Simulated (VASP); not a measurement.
# Au (P6/mmm) in VASP: a series of runs

Au is run at these levels: PBEsol; tasks: single point.

All numbers are computed with VASP 6.6.1; they aren't measurements. Logs are shortened: lines on timing, memory, paths and dates and some standing lists are left out, and cuts for length are marked.

## 1. The cell of the first run

Symmetry: P6/mmm, No. 191, hexagonal system. Conventional cell: a = 4.652 Å, b = 4.652 Å, c = 2.780 Å, α = 90.00°, β = 90.00°, γ = 120.00°. Au (site symmetry 6/mmm) has 14 Au at 2.78 to 3.02 Å within 3.7 Å. Au (site symmetry -6m2) has 11 Au at 2.69 to 3.02 Å within 3.5 Å.

This isn't the form of Au at room conditions, which is fcc.

## 2. Single point, PBEsol (17.37 Å³/atom)

The input, INCAR:

```
SYSTEM = Au
  ALGO = Normal
  EDIFF = 1E-6
  ENCUT = 520
  GGA = PS
  ISIF = 2
  ISMEAR = -1
  LASPH = .True.
  LCHARG = .False.
  LREAL = .False.
  LWAVE = .False.
  NBANDS = 24
  NELM = 80
  PREC = Accurate
  SIGMA = 0.1
```

The input, KPOINTS:

```
k-points
0
Gamma
  9 9 13
  0 0 0
```

The input, POSCAR:

```
Au
1.0
    4.6519828289      0.0000000000      0.0000000000
   -2.3259914145      4.0287353078      0.0000000000
    0.0000000000      0.0000000000      2.7801099128
Au
3
Direct
    0.0000000000      1.0000000000      0.0000000000
    0.3333333333      0.6666666667      0.5000000000
    0.6666666667      0.3333333333      0.5000000000
```

Potentials or basis: VASP PAW PBE potentials, release 64 (Au).

Launch:

```bash
$ cat potpaw_PBE.64/Au/POTCAR > POTCAR
$ mpirun -np 1 vasp_std > vasp.out
```

OUTCAR:

```text
SYSTEM = Au
   EDIFF = 1E-6
   ENCUT = 520
   GGA = PS
   ISIF = 2
   ISMEAR = -1
   LASPH = .True.
   LREAL = .False.
   NELM = 80
   PREC = Accurate

 ion  position               nearest neighbor table
   1  0.000  0.000  0.000-   2 3.02   3 3.02   2 3.02   3 3.02   3 3.02   3 3.02   2 3.02   2 3.02
                             3 3.02   3 3.02   2 3.02   2 3.02
   2  0.333  0.667  0.500-   3 2.69   3 2.69   3 2.69   1 3.02   1 3.02   1 3.02   1 3.02   1 3.02
                             1 3.02
   3  0.667  0.333  0.500-   2 2.69   2 2.69   2 2.69   1 3.02   1 3.02   1 3.02   1 3.02   1 3.02
                             1 3.02

  LATTYP: Found a hexagonal cell.
 ALAT       =     4.6519828289
 C/A-ratio  =     0.5976182662

  Lattice vectors:

 A1 = (   4.6519828289,   0.0000000000,   0.0000000000)
 A2 = (  -2.3259914145,   4.0287353078,   0.0000000000)
 A3 = (   0.0000000000,   0.0000000000,   2.7801099128)

Analysis of symmetry for initial positions (statically):
=====================================================================
 Subroutine PRICEL returns:
 Original cell was already a primitive cell.

 Routine SETGRP: Setting up the symmetry group for a
 hexagonal supercell.

 Subroutine GETGRP returns: Found 24 space group operations
 (whereof 24 operations were pure point group operations)
 out of a pool of 24 trial point group operations.

The static configuration has the point symmetry D_6h.

Analysis of symmetry for dynamics (positions and initial velocities):
=====================================================================
 Subroutine PRICEL returns:
 Original cell was already a primitive cell.

 Routine SETGRP: Setting up the symmetry group for a
 hexagonal supercell.

 Subroutine GETGRP returns: Found 24 space group operations
 (whereof 24 operations were pure point group operations)
 out of a pool of 24 trial point group operations.

The dynamic configuration has the point symmetry D_6h.

 Subroutine INISYM returns: Found 24 space group operations
 (whereof 24 operations are pure point group operations),
 and found     1 'primitive' translations

----------------------------------------------------------------------------------------

                                     Primitive cell

  volume of cell :      52.1037

  direct lattice vectors                    reciprocal lattice vectors
     4.651982829  0.000000000  0.000000000     0.214962100  0.124108427  0.000000000
    -2.325991414  4.028735308  0.000000000     0.000000000  0.248216853  0.000000000
     0.000000000  0.000000000  2.780109913     0.000000000  0.000000000  0.359698009

  length of vectors
     4.651982829  4.651982829  2.780109913     0.248216853  0.248216853  0.359698009

  position of ions in fractional coordinates (direct lattice)
     0.000000000  0.000000000  0.000000000
     0.333333333  0.666666667  0.500000000
     0.666666667  0.333333333  0.500000000

  ion indices of the primitive-cell ions
   primitive index   ion index
                 1           1
                 2           2
                 3           3

----------------------------------------------------------------------------------------

 KPOINTS: k-points

Automatic generation of k-mesh.
 Grid dimensions read from file:
 generate k-points for:    9    9   13

 Generating k-lattice:

  Cartesian coordinates                     Fractional coordinates (reciprocal lattice)
     0.023884678  0.013789825  0.000000000     0.111111111 -0.000000000  0.000000000
     0.000000000  0.027579650  0.000000000     0.000000000  0.111111111  0.000000000
     0.000000000  0.000000000  0.027669078     0.000000000  0.000000000  0.076923077

  Length of vectors
     0.027579650  0.027579650  0.027669078

  Shift w.r.t. Gamma in fractional coordinates (k-lattice)
     0.000000000  0.000000000  0.000000000

 Subroutine IBZKPT returns following result:
 ===========================================

 Found     84 irreducible k-points:

 Following reciprocal coordinates:
            Coordinates               Weight
  0.000000  0.000000  0.000000      1.000000
  0.111111 -0.000000  0.000000      6.000000
  0.222222 -0.000000  0.000000      6.000000
  0.333333  0.000000  0.000000      6.000000
  0.444444 -0.000000  0.000000      6.000000
  0.111111  0.111111  0.000000      6.000000
[... 16 lines left out ...]
  0.333333  0.222222  0.076923     24.000000
  0.333333  0.333333  0.076923      4.000000
 [... further k-points ...]
   k-points           NKPTS =     84   k-points in BZ     NKDIM =     84   number of bands    NBANDS=     24
   number of dos      NEDOS =    301   number of ions     NIONS =      3
   total plane-waves  NPLWV =  31104
   dimension x,y,z NGX =    36 NGY =   36 NGZ =   24
   dimension x,y,z NGXF=    72 NGYF=   72 NGZF=   48
   ions per type =               3
   NGX,Y,Z   is equivalent  to a cutoff of  12.87, 12.87, 14.35 a.u.
   NGXF,Y,Z  is equivalent  to a cutoff of  25.73, 25.73, 28.70 a.u.
 SYSTEM =  Au
   PREC   = accura    normal or accurate (medium, high low for compatibility)
   ISTART =      0    job   : 0-new  1-cont  2-samecut
   ICHARG =      2    charge: 1-file 2-atom 10-const
   ISPIN  =      1    spin polarized calculation?
   LNONCOLLINEAR =      F non collinear calculations
   LSORBIT =      F    spin-orbit coupling
   LASPH  =      T    aspherical Exc in radial PAW
   ENCUT  =  520.0 eV  38.22 Ry    6.18 a.u.   8.65  8.65  5.17*2*pi/ulx,y,z
   NELM   =     80;   NELMIN=  2; NELMDL= -5     # of ELM steps
   EDIFF  = 0.1E-05   stopping-criterion for ELM
   LREAL  =      F    real-space projection
   EDIFFG = 0.1E-04   stopping-criterion for IOM
   NSW    =      0    number of steps for IOM
   IBRION =     -1    ionic relax: 0-MD 1-quasi-New 2-CG
   NFREE  =      0    steps in history (QN), initial steepest desc. (CG)
   ISIF   =      2    stress and relaxation
   ISYM   =      2    0-nonsym 1-usesym 2-fastsym
   POTIM  = 0.5000    time-step for ionic-motion
   TEBEG  =    0.0;   TEEND  =   0.0 temperature during run
   PSTRESS=    0.0 pullay stress
   NELECT =      33.0000    total number of electrons
   NUPDOWN=      -1.0000    fix difference up-down
   EMIN   =  10.00;   EMAX   =-10.00  energy-range for DOS
   EFERMI =   0.00;   METHOD = LEGACY
   ISMEAR =    -1;   SIGMA  =   0.10  broadening in eV -4-tet -1-fermi 0-gaus
   EFERMI_NEDOS =   21; number of points for ismear=-14 and -15
   IALGO  =     38    algorithm
   IMIX   =      4    mixing-type and parameters
     AMIX     =   0.40;   BMIX     =  1.00
     AMIX_MAG =   1.60;   BMIX_MAG =  1.00
  volume/ion in A,a.u.               =      17.37       117.20
  Fermi-wavevector in a.u.,A,eV,Ry     =   1.405907  2.656779 26.892922  1.976574
  Thomas-Fermi vector in A             =   2.528321
   LORBIT       =      0    0 simple, 1 ext, 2 COOP (PROOUT), +10 PAW based schemes
   GGA     = PS    functional components
   LHFCALC =     F    Hartree Fock is set to
   AEXX    =    0.0000 exact exchange contribution
   IVDW    =     0    specifies the selected vdW correction
   LEPSILON=     F    determine dielectric tensor
   LRPA    =     F    only Hartree local field effects (RPA)
 non-spin polarized calculation
  energy-cutoff  :      520.00
  volume of cell :       52.10
 maximum number of plane-waves:      1430
 NGX is ok and might be reduce to    36
   NGX = 17   NGY = 17   NGZ = 11

 number of electron      32.9999996 magnetization

 Free energy of the ion-electron system (eV)
  ---------------------------------------------------
  ext. energy  EPLUGINS =         0.00000000
  ---------------------------------------------------
  free energy    TOTEN  =       -11.55072027 eV

  energy without entropy =      -11.51803115  energy(sigma->0) =      -11.53437571

 E-fermi :   8.9222     XC(G=0): -12.7621

 val. band max:        8.9165541194   @ k =   0.3333   0.2222   0.2308
 cond. band min:       8.9240329147   @ k =   0.2222   0.2222   0.4615
 fundamental gap:      0.0074787953
 Fermi energy:         8.9222117194

 k-point     1 :       0.0000    0.0000    0.0000
  band No.  band energies     occupation
      1      -0.7579      2.00000
      2       2.1700      2.00000
      3       3.4083      2.00000
      4       3.8989      2.00000
      5       3.9757      2.00000
      6       3.9757      2.00000
[... 16 lines left out ...]
     23      20.4938      0.00000
     24      25.0910      0.00000

 k-point     2 :       0.1111   -0.0000    0.0000
  band No.  band energies     occupation
      1      -0.6101      2.00000
      2       2.2027      2.00000
      3       3.2368      2.00000
      4       3.5118      2.00000
      5       3.6793      2.00000
      6       3.8965      2.00000
[... 16 lines left out ...]
     23      20.7729      0.00000
     24      24.9991      0.00000

 k-point     3 :       0.2222   -0.0000    0.0000
  band No.  band energies     occupation
      1      -0.1811      2.00000
      2       2.2452      2.00000
      3       2.7744      2.00000
      4       3.2038      2.00000
      5       3.4800      2.00000
      6       3.7967      2.00000
[... 16 lines left out ...]
     23      21.5646      0.00000
     24      24.3490      0.00000

 k-point     4 :       0.3333    0.0000    0.0000
  band No.  band energies     occupation
      1       0.4793      2.00000
      2       2.0535      2.00000
      3       2.5270      2.00000
      4       2.9871      2.00000
      5       3.4075      2.00000
      6       3.6071      2.00000
[... 16 lines left out ...]
     23      22.7629      0.00000
     24      23.5105      0.00000

 k-point     5 :       0.4444   -0.0000    0.0000
  band No.  band energies     occupation
      1       1.2597      2.00000
      2       1.8241      2.00000
      3       2.0856      2.00000
      4       3.0852      2.00000
      5       3.3463      2.00000
      6       3.4081      2.00000
[... 451 lines left out ...]
 k-point    22 :       0.2222    0.2222    0.0769
  band No.  band energies     occupation
      1       0.9338      2.00000
      2       2.0844      2.00000
      3       2.3837      2.00000
      4       3.0071      2.00000
      5       3.4657      2.00000
      6       3.8259      2.00000
[... 16 lines left out ...]
     23      21.8971      0.00000
     24      22.2380      0.00000

 k-point    23 :       0.3333    0.2222    0.0769
  band No.  band energies     occupation
      1       1.4872      2.00000
      2       1.9013      2.00000
      3       2.1252      2.00000
      4       3.2181      2.00000
      5       3.3829      2.00000
      6       3.6867      2.00000
[... 16 lines left out ...]
     23      22.4959      0.00000
     24      23.2027      0.00000

 k-point    24 :       0.3333    0.3333    0.0769
  band No.  band energies     occupation
      1       1.5854      2.00000
      2       1.9859      2.00000
      3       1.9859      2.00000
      4       3.3368      2.00000
      5       3.3368      2.00000
      6       3.6568      2.00000
[... 16 lines left out ...]
     23      23.0966      0.00000
     24      23.5581      0.00000

 [... further k-points ...]
[... 5 lines left out ...]
  --------------------------------------------------------------------------------------
  -------------------------------------------------------------------------------------
  Total       -0.0186434     -0.0186434     -0.2719869      0.0000000      0.0000000      0.0000000
  in kB       -0.5732812     -0.5732812     -8.3635325      0.0000000      0.0000000      0.0000000
  external PRESSURE =      -3.1700316 kB  Pullay stress =       0.0000000 kB

 VOLUME and BASIS-vectors are now :
 -----------------------------------------------------------------------------
  energy-cutoff  :      520.00
  volume of cell :       52.10
      direct lattice vectors                 reciprocal lattice vectors
     4.651982829  0.000000000  0.000000000     0.214962100  0.124108427  0.000000000
    -2.325991414  4.028735308  0.000000000     0.000000000  0.248216853  0.000000000
     0.000000000  0.000000000  2.780109913     0.000000000  0.000000000  0.359698009

 POSITION                                       TOTAL-FORCE (eV/Angst)
 -----------------------------------------------------------------------------------
      0.00000      0.00000      0.00000        -0.000000      0.000000      0.000000
     -0.00000      2.68582      1.39005        -0.000000      0.000000     -0.000000
      2.32599      1.34291      1.39005         0.000000     -0.000000      0.000000
 -----------------------------------------------------------------------------------
    total drift:                                0.000000      0.000000     -0.000000

  FREE ENERGIE OF THE ION-ELECTRON SYSTEM (eV)
  ---------------------------------------------------
  free  energy   TOTEN  =       -11.5507202718 eV

  energy  without entropy=      -11.5180311539  energy(sigma->0) =      -11.53437571
```

Wall time 41 s (1 thread of Intel Xeon Platinum 8488C (Sapphire Rapids), shared host); peak memory 0.23 GiB.

Results:

```
Free energy            : -11.5507 eV
Pressure               : -0.3 GPa
Band gap on the k mesh : zero (an odd number of electrons rules out a gap without spin polarisation)
```

Caveat: the PAW data sets were made with another functional, which shifts forces and pressure a little; spin-orbit coupling is left out, which moves the levels of the heavy elements.

[end of part 1 of 3]
